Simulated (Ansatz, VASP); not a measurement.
# One calculation of HfHCl3, two programs

Contents of INCAR:

```
SYSTEM = HfHCl3
PREC = Accurate
ENCUT = 600
EDIFF = 1E-6
ISMEAR = 0
SIGMA = 0.02
LREAL = .FALSE.
LASPH = .TRUE.
NELM = 80
ALGO = Normal
ISIF = 3
LWAVE = .FALSE.
LCHARG = .FALSE.
GGA = PE
IBRION = 2
NSW = 100
EDIFFG = -0.01
KPAR = 4
```

KPOINTS

```
Automatic mesh
0
G
  4 4 4
  0 0 0
```

Contents of POSCAR:

```
HfHCl3
1.0
    7.3896612766      0.0000000000      0.1228686270
    0.0000000000      8.2644617781      0.0000000000
   -1.8994532841      0.0000000000      5.7987063178
Hf H Cl
2 2 6
Direct
    0.9844973874      0.8885910805      0.7524596069
    0.9844973874      0.1114089195      0.2524596069
    0.0681180076      0.9344794515      0.0782228240
    0.0681180076      0.0655205485      0.5782228240
    0.2902717378      0.7967343405      0.7974276906
    0.8215487185      0.6555240093      0.7953105572
    0.7855641487      0.8815857537      0.3265793214
    0.2902717378      0.2032656595      0.2974276906
    0.8215487185      0.3444759907      0.2953105572
    0.7855641487      0.1184142463      0.8265793214
```

Input for Ansatz:

```yaml
crystal:
  lattice:
    - [7.3896612766, 0.0, 0.122868627]
    - [0.0, 8.2644617781, 0.0]
    - [-1.8994532841, 0.0, 5.7987063178]
  atoms:
    - { symbol: Hf, position: [0.9844973874, 0.8885910805, 0.7524596069] }
    - { symbol: Hf, position: [0.9844973874, 0.1114089195, 0.2524596069] }
    - { symbol: H, position: [0.0681180076, 0.9344794515, 0.078222824] }
    - { symbol: H, position: [0.0681180076, 0.0655205485, 0.578222824] }
    - { symbol: Cl, position: [0.2902717378, 0.7967343405, 0.7974276906] }
    - { symbol: Cl, position: [0.8215487185, 0.6555240093, 0.7953105572] }
    - { symbol: Cl, position: [0.7855641487, 0.8815857537, 0.3265793214] }
    - { symbol: Cl, position: [0.2902717378, 0.2032656595, 0.2974276906] }
    - { symbol: Cl, position: [0.8215487185, 0.3444759907, 0.2953105572] }
    - { symbol: Cl, position: [0.7855641487, 0.1184142463, 0.8265793214] }
basis:
  ecutwfc: 420
kpoints:
  mp_grid: { grid: [4, 4, 4] }
hamiltonian:
  xc: pbe
scf:
  occupations: { method: gaussian, width: 0.02 }
output:
  forces: true
  stress: true
  eigenvalues: true
relax:
  adjacent_minimum: "off"
  f_tol: 0.01
  max_steps: 80
  cell: { stress_tol: 0.05 }
```

Alike in both runs: task relaxation of cell and atoms; functional PBE; k mesh 4 × 4 × 4; occupations gaussian, width 0.02 eV; no spin polarisation.

|  | VASP | Ansatz |
| --- | --- | --- |
| version | VASP 6.6.1 | Ansatz 0.2.0 |
| potentials or method | VASP PAW PBE potentials, release 64 (Hf_pv, H, Cl), cutoff 600 eV | scalar-relativistic, plane waves, PAW |
| valence electrons in the cell | 64 | 96 |

Ansatz gave:

* gap on the k mesh at the Fermi level, each at its own relaxed structure (eV): 3.81
* relaxed volume (Å³/atom): 35.61
* relaxed length of the cell vector where the two differ most in proportion (Å): 6.102

Task: Estimate VASP's values.

Result: gap on the k mesh at the Fermi level, each at its own relaxed structure (eV): 3.84; relaxed volume (Å³/atom): 35.44; relaxed length of the cell vector where the two differ most in proportion (Å): 6.091.

VASP's potentials hold 64 valence electrons a cell and Ansatz's 96, so a difference there can come from the potentials and not from the codes.

Neither program's run includes spin-orbit coupling.
